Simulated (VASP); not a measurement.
Input of a VASP 6.6.1 run:

INCAR

```
SYSTEM = WC
ALGO = Normal
EDIFF = 1E-6
ENCUT = 520
GGA = PE
ISIF = 2
ISMEAR = -1
LASPH = .TRUE.
LCHARG = .TRUE.
LELF = .TRUE.
LREAL = Auto
LVHAR = .TRUE.
LWAVE = .FALSE.
NBANDS = 86
NELM = 100
PREC = Accurate
SIGMA = 0.17
```

The input KPOINTS:

```
k-points
0
G
  2 2 2
  0 0 0
```

Contents of POSCAR:

```
WC
1.0
   -2.9751040000     -5.1530310000      0.0000000000
    4.4626550000     -2.5765150000      0.0000000000
    0.0000000000      0.0000000000      5.8300500000
W C
8 8
Direct
    0.7290997144      0.5362385120      0.0013550484
    0.7256893621      0.5384017639      0.5081431549
    0.4661648780      0.0373519784      0.0026414868
    0.4719857677      0.0425546553      0.5004588297
    0.2109163077      0.5470729758      0.0002058301
    0.2249104726      0.5464083705      0.4943182305
   -0.0333918169      0.0354622689      0.0083875782
   -0.0243750047      0.0465377283      0.5021054708
    0.4737146130      0.7289047081      0.2495347381
    0.4721420038      0.6961487195      0.7394790782
    0.2120542977      0.2070927708      0.2517302596
    0.2081038859      0.2184866864      0.7443675440
   -0.0298721049      0.7125640188      0.2661898268
   -0.0341634429      0.7096583098      0.7633553743
    0.7261806594      0.2126005673      0.2556067272
    0.7210700555      0.2021349189      0.7618802583
```

Potentials or basis: VASP PAW PBE potentials, release 64 (W_sv, C).

Command:

```bash
$ cat potpaw_PBE.64/W_sv/POTCAR potpaw_PBE.64/C/POTCAR > POTCAR
$ mpirun -np 1 vasp_std > vasp.out
```

What does it give for the largest force?

1.677 eV/Å.

What does it give for the band gap on the k mesh?

Zero (band 72 reaches 10.57 eV, above the bottom of band 73 at 10.25 eV).

Stress tensor (GPa, compression positive):
```
-14.26  -1.11  -0.18
 -1.11 -14.70  -0.26
 -0.18  -0.26 -23.00
```

Caveat: the k points lie up to 0.61 Å⁻¹ apart; spin-orbit coupling is left out, which moves the levels of the heavy elements; forces of over 1 eV/Å act on the atoms, so gaps and moduli don't describe the material at rest.
